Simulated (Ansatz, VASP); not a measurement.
**Sb2Se3: VASP beside Ansatz**

```
Sb Se
1.0
     8.07527    0.00000    0.00000
     0.00000    8.07527    0.00000
     0.00000    0.00000    5.60674
Sb Se
4 6
Direct
  0.00000 0.50000 0.00000
  0.50000 0.00000 0.00000
  0.00000 0.00000 0.50000
  0.50000 0.50000 0.50000
  0.77292 0.27292 0.50000
  0.22708 0.72708 0.50000
  0.72708 0.77292 0.50000
  0.27292 0.22708 0.50000
  0.00000 0.50000 0.50000
  0.50000 0.00000 0.50000
```

Alike in both runs: functional PBE; k mesh 2 × 2 × 2; occupations gaussian, width 0.15 eV; no spin polarisation.

Ansatz relaxed the structure, and its values are those at the end. VASP's run is a single point on that final structure, the one shown.

|  | VASP | Ansatz |
| --- | --- | --- |
| version | VASP 6.6.1 | Ansatz 0.2.0 |
| potentials or method | VASP PAW PBE potentials, release 64 (Sb, Se), cutoff 500 eV | scalar-relativistic, plane waves, PAW |
| valence electrons in the cell | 56 | 156 |

```tsv
	VASP	Ansatz	Ansatz less VASP
gap on the k mesh at the Fermi level (eV)	none	none	-
pressure (GPa)	-0.2	-0.2	+0.03
rms of the force components (eV/Å)	0.011	0.013	+0.0021
```

A gap of «none» marks a metal or a gap that the smearing closes. VASP's potentials hold 56 valence electrons a cell and Ansatz's 156, so a difference there can come from the potentials and not from the codes.

The k mesh is coarse, so the values compare programs but aren't converged. Spin-orbit coupling is off throughout.
